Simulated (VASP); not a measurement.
The system is YNbTl.

```
Y Nb Tl
1.0
     4.04450    0.00000    0.00000
     0.00000    4.04450    0.00000
     0.00000    0.00000    5.30725
Y Nb Tl
1 1 1
Direct
  0.50000 0.50000 0.00000
  0.00000 0.00000 0.00000
  0.50000 0.50000 0.50000
```

| Quantity | Value |
| --- | --- |
| Program | VASP 6.6.1 |
| Task | relaxation of cell and atoms |
| Functional | PBE |
| Potentials or basis | VASP PAW PBE potentials, release 64 (Y_sv, Nb_sv, Tl_d) |
| Cutoff | 600 eV |
| k mesh | 4 × 4 × 4 |
| Occupations | gaussian, width 0.1 eV |
| Spin | no spin polarisation |

At the start: pressure 7.1 GPa; volume 28.94 Å³/atom.

Question: How do energy, volume and symmetry change on relaxing?

Answer: Over 4 steps the energy falls by 300.1 meV/atom and the volume is 32.98 Å³/atom (+14.0 %); space group P4/mmm (No. 123, to 0.05 Å).

Step by step:
| step | energy change (eV) | largest force (eV/Å) | pressure (GPa) | volume (Å³) |
| --- | --- | --- | --- | --- |
| 1 | 0.0000 | 0.0000 | 7.08 | 86.82 |
| 2 | -0.8613 | 0.0000 | -0.50 | 102.27 |
| 3 | -0.8991 | 0.0000 | 0.16 | 98.19 |
| 4 | -0.9004 | 0.0000 | -0.01 | 98.94 |

Final structure:
```
Y Nb Tl
1.0
     3.99113    0.00000    0.00000
     0.00000    3.99113    0.00000
     0.00000    0.00000    6.21133
Y Nb Tl
1 1 1
Direct
  0.50000 0.50000 0.00000
  0.00000 0.00000 0.00000
  0.50000 0.50000 0.50000
```

Caveat: the k points lie up to 0.39 Å⁻¹ apart in the final cell.
